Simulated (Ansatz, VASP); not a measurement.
**Bi2Te3 in VASP and in Ansatz**

The input INCAR:

```
SYSTEM = Bi2Te3
PREC = Accurate
ENCUT = 520
EDIFF = 1E-6
ISMEAR = -1
SIGMA = 0.08
LREAL = .False.
LASPH = .True.
NELM = 100
ALGO = Normal
ISIF = 2
LWAVE = .False.
LCHARG = .False.
NBANDS = 32
```

Contents of KPOINTS:

```
regular mesh
0
Gamma
  8 8 8
  0 0 0
```

POSCAR

```
Bi2Te3
1.0
    2.2085012539      1.2750787934      9.9466700000
   -2.2085012539      1.2750787934      9.9466700000
    0.0000000000     -2.5501575869      9.9466700000
Bi Te
2 3
Direct
    0.8120000000      0.8120000000      0.8120000000
    0.4020000000      0.4020000000      0.4020000000
    0.6110000000      0.6110000000      0.6110000000
    0.2000000000      0.2000000000      0.2000000000
    0.0000000000      0.0000000000      0.0000000000
```

Input for Ansatz:

```yaml
crystal:
  lattice:
    - [2.2085012539, 1.2750787934, 9.94667]
    - [-2.2085012539, 1.2750787934, 9.94667]
    - [0.0, -2.5501575869, 9.94667]
  atoms:
    - { symbol: Bi, position: [0.812, 0.812, 0.812] }
    - { symbol: Bi, position: [0.402, 0.402, 0.402] }
    - { symbol: Te, position: [0.611, 0.611, 0.611] }
    - { symbol: Te, position: [0.2, 0.2, 0.2] }
    - { symbol: Te, position: [0.0, 0.0, 0.0] }
kpoints:
  mp_grid: { grid: [8, 8, 8] }
  band_path:
    path:
      - [0.0, 0.0, 0.0]
      - [0.5, 0.5, 0.5]
      - [0.8223779553, 0.1776220447, 0.5]
      - [0.5, -0.1776220447, 0.1776220447]
      - [0.5, 0.0, 0.0]
      - [0.0, 0.0, 0.0]
      - [0.3388110223, -0.3388110223, 0.0]
      - [0.6611889777, 0.0, 0.3388110223]
      - [0.5, 0.0, 0.5]
    npoints: 14
scf:
  occupations: { method: fermi_dirac, width: 0.08 }
hamiltonian:
  xc: lda
  pseudopotentials: { kind: all_electron, lapw: { basis_error: 0.001 } }
output:
  forces: true
  stress: true
  eigenvalues: true
  populations: true
  dos: { projected: true, de: 0.2, e_range: [-14, 8] }
```

Alike in both runs: task single point; functional LDA; k mesh 8 × 8 × 8; occupations fermi-dirac, width 0.08 eV; no spin polarisation.

|  | VASP | Ansatz |
| --- | --- | --- |
| version | VASP 6.6.1 | Ansatz 0.2.0 |
| potentials or method | VASP PAW LDA potentials, release 64 (Bi_d, Te), cutoff 520 eV | all-electron LAPW, scalar-relativistic |

```csv
,VASP,Ansatz,Ansatz less VASP
pressure (GPa),-1.8,-1.9,-0.06
"traceless stress, the component that is largest in VASP (GPa)",-0.74,-0.74,+0.003
rms of the force components (eV/Å),0.448,0.439,-0.0088
```

LDA's correlation is that of Perdew and Zunger in VASP and of Perdew and Wang (1992) in Ansatz. Atom by atom the forces differ by 0.011 eV/Å (rms over components). Ansatz ran all-electron here, and VASP with PAW potentials.

Neither program's run includes spin-orbit coupling.
